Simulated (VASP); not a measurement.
# Al (I4/mmm) in VASP: further runs

The runs below take Al through single point, with r2SCAN.

Everything below comes from runs of VASP 6.6.1. Logs are shortened: lines on timing, memory, paths and dates and some standing lists are left out, and cuts for length are marked.

## Step 1: The cell of the first run

The structure is tetragonal, space group I4/mmm (No. 139). The conventional cell has a = 2.813 Å, b = 2.813 Å, c = 4.053 Å, α = 90.00°, β = 90.00°, γ = 90.00°. Within 3.7 Å of Al (site symmetry 4/mmm) lie 12 Al at 2.81 to 2.84 Å.

## Step 2: Single point, r2SCAN (uniaxial strain along c: +1.5 %)

File POSCAR:

```
Al
1.0
    1.9888534107      1.9888534107      0.0000000000
   -1.9888534107      1.9888534107      0.0000000000
    0.0000000000      0.0000000000      4.0525695595
Al
2
Direct
    0.0000000000      0.0000000000      0.0000000000
    0.5000000000      0.5000000000      0.5000000000
```

File INCAR.step1:

```
ALGO = Normal
EDIFF = 1E-4
ENCUT = 520
GGA = PE
ISMEAR = 0
LASPH = True
LCHARG = False
LREAL = False
LWAVE = True
NBANDS = 10
NELM = 60
PREC = Accurate
SIGMA = 0.1
```

File INCAR.step2:

```
ALGO = Normal
EDIFF = 1E-7
ENCUT = 520
ISIF = 2
ISMEAR = 0
ISTART = 1
LASPH = True
LCHARG = False
LMIXTAU = True
LREAL = False
LWAVE = False
METAGGA = R2SCAN
NBANDS = 10
NELM = 60
PREC = Accurate
SIGMA = 0.1
```

File KPOINTS:

```
k-points
0
Gamma
  18 18 14
```

Potentials or basis: VASP PAW PBE potentials, release 64 (Al).

Launch:

```sh
cat potpaw_PBE.64/Al/POTCAR > POTCAR
cp INCAR.step1 INCAR
mpirun -np 1 vasp_std > vasp.out
cp INCAR.step2 INCAR
mpirun -np 1 vasp_std > vasp.out
```

OUTCAR:

```text
EDIFF = 1E-7
   ENCUT = 520
   ISIF = 2
   ISMEAR = 0
   ISTART = 1
   LASPH = True
   LREAL = False
   METAGGA = R2SCAN
   NELM = 60
   PREC = Accurate

 ion  position               nearest neighbor table
   1  0.000  0.000  0.000-   2 2.84   2 2.84   2 2.84   2 2.84   2 2.84   2 2.84   2 2.84   2 2.84

   2  0.500  0.500  0.500-   1 2.84   1 2.84   1 2.84   1 2.84   1 2.84   1 2.84   1 2.84   1 2.84

  LATTYP: Found a simple tetragonal cell.
 ALAT       =     2.8126634670
 C/A-ratio  =     1.4408298778

  Lattice vectors:

 A1 = (   1.9888534107,   1.9888534107,   0.0000000000)
 A2 = (  -1.9888534107,   1.9888534107,   0.0000000000)
 A3 = (   0.0000000000,   0.0000000000,   4.0525695595)

Analysis of symmetry for initial positions (statically):
=====================================================================
 Subroutine PRICEL returns following result:

  LATTYP: Found a body centered tetragonal cell.
 ALAT       =     2.8126634670
 C/A-ratio  =     1.4408298778

  Lattice vectors:

 A1 = (   1.9888534107,   0.0000000000,  -2.0262847798)
 A2 = (  -1.9888534107,   0.0000000000,  -2.0262847798)
 A3 = (   0.0000000000,   1.9888534107,   2.0262847798)

   2 primitive cells build up your supercell.

 Routine SETGRP: Setting up the symmetry group for a
 simple tetragonal supercell.

 Subroutine GETGRP returns: Found 16 space group operations
 (whereof 16 operations were pure point group operations)
 out of a pool of 16 trial point group operations.

The static configuration has the point symmetry D_4h.

Analysis of symmetry for dynamics (positions and initial velocities):
=====================================================================
 Subroutine PRICEL returns following result:

  LATTYP: Found a body centered tetragonal cell.
 ALAT       =     2.8126634670
 C/A-ratio  =     1.4408298778

  Lattice vectors:

 A1 = (   1.9888534107,   0.0000000000,  -2.0262847798)
 A2 = (  -1.9888534107,   0.0000000000,  -2.0262847798)
 A3 = (   0.0000000000,   1.9888534107,   2.0262847798)

   2 primitive cells build up your supercell.

 Routine SETGRP: Setting up the symmetry group for a
 simple tetragonal supercell.

 Subroutine GETGRP returns: Found 16 space group operations
 (whereof 16 operations were pure point group operations)
[... 101 lines left out ...]
   LREAL  =      F    real-space projection
   EDIFFG = 0.1E-05   stopping-criterion for IOM
   NSW    =      0    number of steps for IOM
   IBRION =     -1    ionic relax: 0-MD 1-quasi-New 2-CG
   NFREE  =      0    steps in history (QN), initial steepest desc. (CG)
   ISIF   =      2    stress and relaxation
   ISYM   =      2    0-nonsym 1-usesym 2-fastsym
   POTIM  = 0.5000    time-step for ionic-motion
   TEBEG  =    0.0;   TEEND  =   0.0 temperature during run
   PSTRESS=    0.0 pullay stress
   NELECT =       6.0000    total number of electrons
   NUPDOWN=      -1.0000    fix difference up-down
   EMIN   =  10.00;   EMAX   =-10.00  energy-range for DOS
   EFERMI =   0.00;   METHOD = LEGACY
   ISMEAR =     0;   SIGMA  =   0.10  broadening in eV -4-tet -1-fermi 0-gaus
   EFERMI_NEDOS =   21; number of points for ismear=-14 and -15
   IALGO  =     38    algorithm
   IMIX   =      4    mixing-type and parameters
     AMIX     =   0.40;   BMIX     =  1.00
     AMIX_MAG =   1.60;   BMIX_MAG =  1.00
  volume/ion in A,a.u.               =      16.03       108.18
  Fermi-wavevector in a.u.,A,eV,Ry     =   0.936418  1.769574 11.930667  0.876879
  Thomas-Fermi vector in A             =   2.063426
   LORBIT       =      0    0 simple, 1 ext, 2 COOP (PROOUT), +10 PAW based schemes
   METAGGA = R2SCAN    functional components
   LHFCALC =     F    Hartree Fock is set to
   AEXX    =    0.0000 exact exchange contribution
   IVDW    =     0    specifies the selected vdW correction
   LEPSILON=     F    determine dielectric tensor
   LRPA    =     F    only Hartree local field effects (RPA)
 non-spin polarized calculation
 Gauss-broadening in eV      SIGMA  =   0.10
  energy-cutoff  :      520.00
  volume of cell :       32.06
 maximum number of plane-waves:       892
 NGX is ok and might be reduce to    24
   NGX = 11   NGY = 11   NGZ = 15

 number of electron       6.0000000 magnetization

 Free energy of the ion-electron system (eV)
  ---------------------------------------------------
  ext. energy  EPLUGINS =         0.00000000
  ---------------------------------------------------
  free energy    TOTEN  =       -13.47622598 eV

  energy without entropy =      -13.47262679  energy(sigma->0) =      -13.47442639

 E-fermi :   8.3363     XC(G=0): -11.0142

 val. band max:        8.3299058672   @ k =   0.3333   0.2778   0.0000
 cond. band min:       8.3388152253   @ k =   0.4444   0.4444   0.0000
 fundamental gap:      0.0089093581
 Fermi energy:         8.3362952390

 k-point     1 :       0.0000    0.0000    0.0000
  band No.  band energies     occupation
      1      -3.7238      2.00000
      2       4.8944      2.00000
      3       6.3927      2.00000
      4      13.9491      0.00000
      5      14.7163      0.00000
      6      14.7163      0.00000
      7      18.7659      0.00000
      8      21.6658      0.00000
      9      21.8860      0.00000
     10      21.8860      0.00000
[... 287 lines left out ...]
 k-point    24 :       0.3333    0.1111    0.0000
  band No.  band energies     occupation
      1      -1.2906      2.00000
      2       5.0345      2.00000
      3       7.1456      2.00000
      4       8.8524      0.00000
      5      13.2509      0.00000
      6      13.6750      0.00000
      7      14.7925      0.00000
      8      19.4914      0.00000
      9      21.3067      0.00000
     10      21.7536      0.00000

 [... further k-points ...]

------------------------ aborting loop because EDIFF is reached ----------------------------------------

  FORCE on cell =-STRESS in cart. coord.  units (eV):
  Direction    XX          YY          ZZ          XY          YZ          ZX
  --------------------------------------------------------------------------------------
  -------------------------------------------------------------------------------------
  Total       -0.0806666     -0.0806666     -0.4045169      0.0000000      0.0000000      0.0000000
  in kB       -4.0312345     -4.0312345    -20.2153497      0.0000000      0.0000000      0.0000000
  external PRESSURE =      -9.4259396 kB  Pullay stress =       0.0000000 kB

 VOLUME and BASIS-vectors are now :
 -----------------------------------------------------------------------------
  energy-cutoff  :      520.00
  volume of cell :       32.06
      direct lattice vectors                 reciprocal lattice vectors
     1.988853411  1.988853411  0.000000000     0.251401133  0.251401133  0.000000000
    -1.988853411  1.988853411  0.000000000    -0.251401133  0.251401133  0.000000000
     0.000000000  0.000000000  4.052569560     0.000000000  0.000000000  0.246757023

 POSITION                                       TOTAL-FORCE (eV/Angst)
 -----------------------------------------------------------------------------------
      0.00000      0.00000      0.00000         0.000000     -0.000000      0.000000
      0.00000      1.98885      2.02628        -0.000000      0.000000      0.000000
 -----------------------------------------------------------------------------------
    total drift:                               -0.000000      0.000000     -0.000000

  FREE ENERGIE OF THE ION-ELECTRON SYSTEM (eV)
  ---------------------------------------------------
  free  energy   TOTEN  =       -13.4762259841 eV

  energy  without entropy=      -13.4726267916  energy(sigma->0) =      -13.47442639
```

OUTCAR.step1:

```text
EDIFF = 1E-4
   ENCUT = 520
   GGA = PE
   ISMEAR = 0
   LASPH = True
[... 555 lines left out ...]
 -----------------------------------------------------------------------------------
      0.00000      0.00000      0.00000         0.000000      0.000000      0.000000
      0.00000      1.98885      2.02628        -0.000000     -0.000000      0.000000
 -----------------------------------------------------------------------------------
    total drift:                               -0.000000      0.000000     -0.000000

  FREE ENERGIE OF THE ION-ELECTRON SYSTEM (eV)
  ---------------------------------------------------
  free  energy   TOTEN  =        -7.4860270669 eV

  energy  without entropy=       -7.4821774668  energy(sigma->0) =       -7.48410227
```

OSZICAR.step1:

```text
N       E                     dE             d eps       ncg     rms          rms(c)
DAV:   1     0.129226022381E-01    0.12923E-01   -0.21891E+03  8848   0.440E+02
DAV:   2    -0.736766241723E+01   -0.73806E+01   -0.70568E+01 11572   0.554E+01
DAV:   3    -0.753131152197E+01   -0.16365E+00   -0.16176E+00 11376   0.650E+00
DAV:   4    -0.753211238438E+01   -0.80086E-03   -0.80073E-03 10490   0.510E-01
DAV:   5    -0.753211920602E+01   -0.68216E-05   -0.68212E-05 10504   0.457E-02    0.192E+00
DAV:   6    -0.750548258498E+01    0.26637E-01   -0.28984E-03  9846   0.298E-01    0.111E+00
DAV:   7    -0.748608424132E+01    0.19398E-01   -0.83287E-03  9360   0.471E-01    0.189E-01
DAV:   8    -0.748602706691E+01    0.57174E-04   -0.62695E-05  9530   0.531E-02
   1 F= -.74860271E+01 E0= -.74841023E+01  d E =-.384960E-02
```

It took 2.2 min on 1 thread of Intel Xeon 6975P-C (Granite Rapids), shared host; peak memory 0.23 GiB.

What came out:

```yaml
Free_energy: -13.4762 eV
Pressure: -0.9 GPa
Band_gap_on_the_k_mesh: zero (bands 3 and 4 overlap by 12.54 eV)
```

Stress tensor (GPa, compression positive):
```
-0.40  0.00  0.00
 0.00 -0.40  0.00
 0.00  0.00 -2.02
```

Caveat: the cell differs from its parent crystal (uniaxial strain along c: +1.5 %); the PAW data sets were made with another functional, which shifts forces and pressure a little.

## Step 3: Single point, r2SCAN (uniaxial strain along c: +3.0 %, then relaxed in part)

File POSCAR:

```
Al
1.0
    1.9798639276      1.9798639276      0.0000000000
   -1.9798639276      1.9798639276      0.0000000000
    0.0000000000      0.0000000000      4.1124597501
Al
2
Direct
    0.0000000000      0.0000000000      0.0000000000
    0.5000000000      0.5000000000      0.5000000000
```

File INCAR.step1:

```
PREC     = Accurate       # precision mode
ENCUT    = 520            # plane-wave cutoff, eV
ISMEAR   = 0              # smearing method
SIGMA    = 0.1            # smearing width, eV
LREAL    = False          # projectors in reciprocal space
LASPH    = True           # aspherical terms in the spheres
NELM     = 100            # most SCF steps
NBANDS   = 10             # bands
GGA      = PE             # functional
ALGO     = Normal         # electronic algorithm
EDIFF    = 1E-4           # SCF threshold, eV
LWAVE    = True           # write WAVECAR
LCHARG   = False          # write CHGCAR
```

File INCAR.step2:

```
PREC     = Accurate       # precision mode
ENCUT    = 520            # plane-wave cutoff, eV
EDIFF    = 1E-6           # SCF threshold, eV
ISMEAR   = 0              # smearing method
SIGMA    = 0.1            # smearing width, eV
LREAL    = False          # projectors in reciprocal space
LASPH    = True           # aspherical terms in the spheres
NELM     = 100            # most SCF steps
ALGO     = Normal         # electronic algorithm
ISIF     = 2              # what is computed and relaxed
LWAVE    = False          # write WAVECAR
LCHARG   = False          # write CHGCAR
METAGGA  = R2SCAN         # meta-GGA
LMIXTAU  = True         
NBANDS   = 10             # bands
ISTART   = 1
```

File KPOINTS:

```
regular mesh
0
Gamma
  18 18 14
```

Potentials or basis: VASP PAW PBE potentials, release 64 (Al).

Launch:

```sh
cat potpaw_PBE.64/Al/POTCAR > POTCAR
cp INCAR.step1 INCAR
mpirun -np 1 vasp_std > vasp.out
cp INCAR.step2 INCAR
mpirun -np 1 vasp_std > vasp.out
```

It took 1.9 min on 1 thread of Intel Xeon 6975P-C (Granite Rapids), shared host; peak memory 0.23 GiB.

The run converged. Its results:

```
Free energy            : -13.4681 eV
Pressure               : -1.4 GPa
Band gap on the k mesh : zero (bands 3 and 4 overlap by 12.47 eV)
```

Stress tensor (GPa, compression positive):
```
-0.30  0.00  0.00
 0.00 -0.30  0.00
 0.00  0.00 -3.58
```

Levels at points of the mesh, in eV from the Fermi level:
| k point | band 1 | band 2 | band 3 | band 4 | band 5 | band 6 |
| --- | --- | --- | --- | --- | --- | --- |
| (0.00, 0.00, 0.00) | -12.03 | -3.63 | -2.22 | 5.77 | 6.61 | 6.61 |
| (0.50, 0.00, 0.00) | -7.10 | -7.10 | 1.00 | 1.00 | 2.63 | 2.63 |
| (0.50, 0.50, 0.00) | -3.03 | -3.03 | -1.41 | -1.41 | 5.31 | 5.31 |
| (0.00, 0.00, 0.50) | -9.72 | -9.72 | 7.89 | 7.89 | 8.03 | 8.03 |
| (0.50, 0.00, 0.50) | -5.11 | -5.11 | -4.58 | -4.58 | 11.67 | 11.67 |
| (0.50, 0.50, 0.50) | -0.91 | -0.91 | -0.91 | -0.91 | 0.13 | 0.13 |

Caveat: the cell differs from its parent crystal (uniaxial strain along c: +3.0 %, then relaxed in part); the PAW data sets were made with another functional, which shifts forces and pressure a little.
